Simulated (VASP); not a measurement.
# Sb in VASP: a series of runs

The runs below take Sb through single point, with PBEsol.

Program: VASP 6.6.1. These are calculated values, not measurements. Logs are shortened: lines on timing, memory, paths and dates and some standing lists are left out, and cuts for length are marked.

### 1 The cell of the first run

It takes space group P-3m1 (No. 164, trigonal). The conventional cell has a = 3.369 Å, b = 3.369 Å, c = 5.330 Å, α = 90.00°, β = 90.00°, γ = 120.00°. Sb (site symmetry 3m) has 12 Sb at 3.22 to 3.38 Å within 4.2 Å.

### 2 Single point, PBEsol (atom 1 (Sb) moved by (+0.000, -0.100) A along x and z)

Input file INCAR:

```
  ALGO = Normal
  EDIFF = 1E-7
  ENCUT = 520
  GGA = PS
  ISIF = 2
  ISMEAR = 0
  LASPH = T
  LCHARG = F
  LREAL = F
  LWAVE = F
  NBANDS = 12
  NELM = 80
  PREC = Accurate
  SIGMA = 0.15
```

Input file KPOINTS:

```
k-points
0
Gamma
  18 18 10
```

Input file POSCAR:

```
Sb
1.0
    3.3690001795      0.0000000000      0.0000000000
   -1.6845000898      2.9176397408      0.0000000000
    0.0000000000      0.0000000000      5.3300000000
Sb
2
Direct
    0.3333333333      0.6666666667      0.2312382739
    0.6666666667      0.3333333333      0.7500000000
```

Potentials or basis: VASP PAW PBE potentials, release 64 (Sb).

Run with:

```
cat potpaw_PBE.64/Sb/POTCAR > POTCAR
mpirun -np 1 vasp_std > vasp.out
```

OUTCAR:

```text
EDIFF = 1E-7
   ENCUT = 520
   GGA = PS
   ISIF = 2
   ISMEAR = 0
   LASPH = T
   LREAL = F
   NELM = 80
   PREC = Accurate

 ion  position               nearest neighbor table
   1  0.333  0.667  0.231-   2 3.22   2 3.22   2 3.22   2 3.38   2 3.38   2 3.38
   2  0.667  0.333  0.750-   1 3.22   1 3.22   1 3.22   1 3.38   1 3.38   1 3.38

  LATTYP: Found a hexagonal cell.
 ALAT       =     3.3690001795
 C/A-ratio  =     1.5820717471

  Lattice vectors:

 A1 = (   3.3690001795,   0.0000000000,   0.0000000000)
 A2 = (  -1.6845000898,   2.9176397408,   0.0000000000)
 A3 = (   0.0000000000,   0.0000000000,   5.3300000000)

Analysis of symmetry for initial positions (statically):
=====================================================================
 Subroutine PRICEL returns:
 Original cell was already a primitive cell.

 Routine SETGRP: Setting up the symmetry group for a
 hexagonal supercell.

 Subroutine GETGRP returns: Found 12 space group operations
 (whereof  6 operations were pure point group operations)
 out of a pool of 24 trial point group operations.

The static configuration has the point symmetry C_3v.
 The point group associated with its full space group is D_3d.

Analysis of symmetry for dynamics (positions and initial velocities):
=====================================================================
 Subroutine PRICEL returns:
 Original cell was already a primitive cell.

 Routine SETGRP: Setting up the symmetry group for a
 hexagonal supercell.

 Subroutine GETGRP returns: Found 12 space group operations
 (whereof  6 operations were pure point group operations)
 out of a pool of 24 trial point group operations.

The dynamic configuration has the point symmetry C_3v.
 The point group associated with its full space group is D_3d.

 Subroutine INISYM returns: Found 12 space group operations
 (whereof  6 operations are pure point group operations),
 and found     1 'primitive' translations

----------------------------------------------------------------------------------------

                                     Primitive cell

  volume of cell :      52.3914

  direct lattice vectors                    reciprocal lattice vectors
     3.369000179  0.000000000  0.000000000     0.296823968  0.171371398  0.000000000
    -1.684500090  2.917639741  0.000000000     0.000000000  0.342742795  0.000000000
     0.000000000  0.000000000  5.330000000     0.000000000  0.000000000  0.187617261

  length of vectors
     3.369000179  3.369000180  5.330000000     0.342742795  0.342742795  0.187617261

  position of ions in fractional coordinates (direct lattice)
     0.333333333  0.666666667  0.231238274
     0.666666667  0.333333333  0.750000000

  ion indices of the primitive-cell ions
   primitive index   ion index
                 1           1
                 2           2

----------------------------------------------------------------------------------------

 KPOINTS: k-points

Automatic generation of k-mesh.
 Grid dimensions read from file:
 generate k-points for:   18   18   10

 Generating k-lattice:

  Cartesian coordinates                     Fractional coordinates (reciprocal lattice)
     0.016490220  0.009520633  0.000000000     0.055555556 -0.000000000  0.000000000
     0.000000000  0.019041266  0.000000000     0.000000000  0.055555556  0.000000000
     0.000000000  0.000000000  0.018761726     0.000000000  0.000000000  0.100000000

  Length of vectors
     0.019041266  0.019041266  0.018761726

  Shift w.r.t. Gamma in fractional coordinates (k-lattice)
     0.000000000  0.000000000  0.000000000

 Subroutine IBZKPT returns following result:
 ===========================================

 Found    330 irreducible k-points:

 Following reciprocal coordinates:
            Coordinates               Weight
  0.000000  0.000000  0.000000      1.000000
  0.055556  0.000000  0.000000      6.000000
  0.111111  0.000000  0.000000      6.000000
  0.166667  0.000000  0.000000      6.000000
  0.222222 -0.000000  0.000000      6.000000
  0.277778  0.000000  0.000000      6.000000
[... 16 lines left out ...]
  0.333333  0.111111  0.000000     12.000000
  0.388889  0.111111  0.000000     12.000000
 [... further k-points ...]
   k-points           NKPTS =    330   k-points in BZ     NKDIM =    330   number of bands    NBANDS=     12
   number of dos      NEDOS =    301   number of ions     NIONS =      2
   total plane-waves  NPLWV =  31360
   dimension x,y,z NGX =    28 NGY =   28 NGZ =   40
   dimension x,y,z NGXF=    56 NGYF=   56 NGZF=   80
   ions per type =               2
   NGX,Y,Z   is equivalent  to a cutoff of  13.82, 13.82, 12.48 a.u.
   NGXF,Y,Z  is equivalent  to a cutoff of  27.63, 27.63, 24.95 a.u.
 SYSTEM =  unknown system
   PREC   = accura    normal or accurate (medium, high low for compatibility)
   ISTART =      0    job   : 0-new  1-cont  2-samecut
   ICHARG =      2    charge: 1-file 2-atom 10-const
   ISPIN  =      1    spin polarized calculation?
   LNONCOLLINEAR =      F non collinear calculations
   LSORBIT =      F    spin-orbit coupling
   LASPH  =      T    aspherical Exc in radial PAW
   ENCUT  =  520.0 eV  38.22 Ry    6.18 a.u.   6.26  6.26  9.91*2*pi/ulx,y,z
   NELM   =     80;   NELMIN=  2; NELMDL= -5     # of ELM steps
   EDIFF  = 0.1E-06   stopping-criterion for ELM
   LREAL  =      F    real-space projection
   EDIFFG = 0.1E-05   stopping-criterion for IOM
   NSW    =      0    number of steps for IOM
   IBRION =     -1    ionic relax: 0-MD 1-quasi-New 2-CG
   NFREE  =      0    steps in history (QN), initial steepest desc. (CG)
   ISIF   =      2    stress and relaxation
   ISYM   =      2    0-nonsym 1-usesym 2-fastsym
   POTIM  = 0.5000    time-step for ionic-motion
   TEBEG  =    0.0;   TEEND  =   0.0 temperature during run
   PSTRESS=    0.0 pullay stress
   NELECT =      10.0000    total number of electrons
   NUPDOWN=      -1.0000    fix difference up-down
   EMIN   =  10.00;   EMAX   =-10.00  energy-range for DOS
   EFERMI =   0.00;   METHOD = LEGACY
   ISMEAR =     0;   SIGMA  =   0.15  broadening in eV -4-tet -1-fermi 0-gaus
   EFERMI_NEDOS =   21; number of points for ismear=-14 and -15
   IALGO  =     38    algorithm
   IMIX   =      4    mixing-type and parameters
     AMIX     =   0.40;   BMIX     =  1.00
     AMIX_MAG =   1.60;   BMIX_MAG =  1.00
  volume/ion in A,a.u.               =      26.20       176.78
  Fermi-wavevector in a.u.,A,eV,Ry     =   0.942587  1.781231 12.088376  0.888471
  Thomas-Fermi vector in A             =   2.070211
   LORBIT       =      0    0 simple, 1 ext, 2 COOP (PROOUT), +10 PAW based schemes
   GGA     = PS    functional components
   LHFCALC =     F    Hartree Fock is set to
   AEXX    =    0.0000 exact exchange contribution
   IVDW    =     0    specifies the selected vdW correction
   LEPSILON=     F    determine dielectric tensor
   LRPA    =     F    only Hartree local field effects (RPA)
 non-spin polarized calculation
 Gauss-broadening in eV      SIGMA  =   0.15
  energy-cutoff  :      520.00
  volume of cell :       52.39
 maximum number of plane-waves:      1448
 NGX is ok and might be reduce to    28
   NGX = 13   NGY = 13   NGZ = 19

 number of electron      10.0000000 magnetization

 Free energy of the ion-electron system (eV)
  ---------------------------------------------------
  ext. energy  EPLUGINS =         0.00000000
  ---------------------------------------------------
  free energy    TOTEN  =        -8.67010666 eV

  energy without entropy =       -8.65415032  energy(sigma->0) =       -8.66212849

 E-fermi :   8.7235     XC(G=0): -10.4471

 val. band max:        8.7225019018   @ k =  -0.1111   0.2778   0.2000
 cond. band min:       8.7263437593   @ k =   0.3889   0.1667   0.0000
 fundamental gap:      0.0038418575
 Fermi energy:         8.7235418129

 k-point     1 :       0.0000    0.0000    0.0000
  band No.  band energies     occupation
      1      -4.4481      2.00000
      2      -0.1800      2.00000
      3       2.8089      2.00000
      4      12.0549      0.00000
      5      12.0549      0.00000
      6      13.8715      0.00000
      7      13.8715      0.00000
      8      14.8278      0.00000
      9      16.1496      0.00000
     10      17.5505      0.00000
     11      18.6591      0.00000
     12      18.6591      0.00000

 k-point     2 :       0.0556    0.0000    0.0000
  band No.  band energies     occupation
      1      -4.3937      2.00000
      2      -0.1333      2.00000
      3       2.8658      2.00000
      4      11.4447      0.00000
      5      11.8280      0.00000
      6      13.5853      0.00000
      7      13.9640      0.00000
      8      14.7406      0.00000
      9      16.5064      0.00000
     10      17.3739      0.00000
     11      18.6341      0.00000
     12      18.8656      0.00000

 k-point     3 :       0.1111    0.0000    0.0000
  band No.  band energies     occupation
      1      -4.2308      2.00000
      2       0.0052      2.00000
      3       3.0360      2.00000
      4      10.1665      0.00000
      5      11.3263      0.00000
      6      12.8235      0.00000
      7      14.0420      0.00000
      8      14.4226      0.00000
      9      16.2560      0.00000
     10      17.6825      0.00000
     11      18.7542      0.00000
     12      18.7769      0.00000

 k-point     4 :       0.1667    0.0000    0.0000
  band No.  band energies     occupation
      1      -3.9601      2.00000
      2       0.2298      2.00000
      3       3.3176      2.00000
      4       8.7292      0.95737
      5      10.7579      0.00000
      6      11.8064      0.00000
      7      13.8123      0.00000
      8      13.9220      0.00000
      9      15.3588      0.00000
     10      18.0085      0.00000
     11      18.4320      0.00000
     12      19.2257      0.00000

 k-point     5 :       0.2222   -0.0000    0.0000
  band No.  band energies     occupation
      1      -3.5839      2.00000
      2       0.5260      2.00000
      3       3.7068      2.00000
      4       7.3144      2.00000
      5      10.2155      0.00000
      6      10.6583      0.00000
      7      12.9389      0.00000
      8      13.6434      0.00000
      9      14.5698      0.00000
     10      17.4589      0.00000
     11      18.3719      0.00000
     12      18.7874      0.00000
[... 228 lines left out ...]
      1      -2.9475      2.00000
      2       0.9666      2.00000
      3       4.3604      2.00000
      4       6.1137      2.00000
      5       7.9865      2.00000
      6      10.1682      0.00000
      7      11.8026      0.00000
      8      12.1378      0.00000
      9      15.3912      0.00000
     10      15.7291      0.00000
     11      18.4213      0.00000
     12      19.0499      0.00000

 k-point    22 :       0.2778    0.1111    0.0000
  band No.  band energies     occupation
      1      -2.3791      2.00000
      2       1.2284      2.00000
      3       4.9355      2.00000
      4       5.1098      2.00000
      5       7.4476      2.00000
      6       9.1041      0.00033
      7      10.8171      0.00000
      8      11.7780      0.00000
      9      15.0161      0.00000
     10      15.2346      0.00000
     11      18.9798      0.00000
     12      19.3422      0.00000

 k-point    23 :       0.3333    0.1111    0.0000
  band No.  band energies     occupation
      1      -1.7387      2.00000
      2       1.2477      2.00000
      3       4.5112      2.00000
      4       5.5736      2.00000
      5       6.9097      2.00000
      6       8.2706      1.99998
      7       9.8447      0.00000
      8      11.5117      0.00000
      9      14.7424      0.00000
     10      14.9100      0.00000
     11      19.0280      0.00000
     12      19.5294      0.00000

 k-point    24 :       0.3889    0.1111    0.0000
  band No.  band energies     occupation
      1      -1.0893      2.00000
      2       0.9087      2.00000
      3       4.4455      2.00000
      4       6.1259      2.00000
      5       6.4082      2.00000
      6       7.7972      2.00000
      7       9.0080      0.00732
      8      11.3479      0.00000
      9      14.5750      0.00000
     10      14.7271      0.00000
     11      18.9770      0.00000
     12      19.5886      0.00000

 [... further k-points ...]

------------------------ aborting loop because EDIFF is reached ----------------------------------------

  FORCE on cell =-STRESS in cart. coord.  units (eV):
  Direction    XX          YY          ZZ          XY          YZ          ZX
  --------------------------------------------------------------------------------------
  -------------------------------------------------------------------------------------
  Total       -0.1010284     -0.1010284      0.3372772      0.0000000      0.0000000      0.0000000
  in kB       -3.0895434     -3.0895434     10.3142499      0.0000000      0.0000000      0.0000000
  external PRESSURE =       1.3783877 kB  Pullay stress =       0.0000000 kB

 VOLUME and BASIS-vectors are now :
 -----------------------------------------------------------------------------
  energy-cutoff  :      520.00
  volume of cell :       52.39
      direct lattice vectors                 reciprocal lattice vectors
     3.369000179  0.000000000  0.000000000     0.296823968  0.171371398  0.000000000
    -1.684500090  2.917639741  0.000000000     0.000000000  0.342742795  0.000000000
     0.000000000  0.000000000  5.330000000     0.000000000  0.000000000  0.187617261

 POSITION                                       TOTAL-FORCE (eV/Angst)
 -----------------------------------------------------------------------------------
     -0.00000      1.94509      1.23250        -0.000000     -0.000000      0.138545
      1.68450      0.97255      3.99750         0.000000      0.000000     -0.138545
 -----------------------------------------------------------------------------------
    total drift:                                0.000000     -0.000000     -0.000000

  FREE ENERGIE OF THE ION-ELECTRON SYSTEM (eV)
  ---------------------------------------------------
  free  energy   TOTEN  =        -8.6701066613 eV

  energy  without entropy=       -8.6541503188  energy(sigma->0) =       -8.66212849
```

Run time: 5.3 min. Hardware: 1 thread of Intel Xeon 8259CL, shared host; peak memory 0.32 GiB.

What came out:

```yaml
Free_energy: -8.6701 eV
Pressure: 0.1 GPa
Largest_force: 0.139 eV/Å
Band_gap_on_the_k_mesh: zero (bands 5 and 6 overlap by 7.16 eV)
```

Forces in eV/Å, atoms in the order of the input:
```
Sb   0.000  0.000  0.139
Sb   0.000  0.000 -0.139
```

Caveat: the cell differs from its parent crystal (atom 1 (Sb) moved by (+0.000, -0.100) A along x and z); the PAW data sets were made with another functional, which shifts forces and pressure a little; spin-orbit coupling is left out, which moves the levels of the heavy elements.

[end of part 1 of 2]
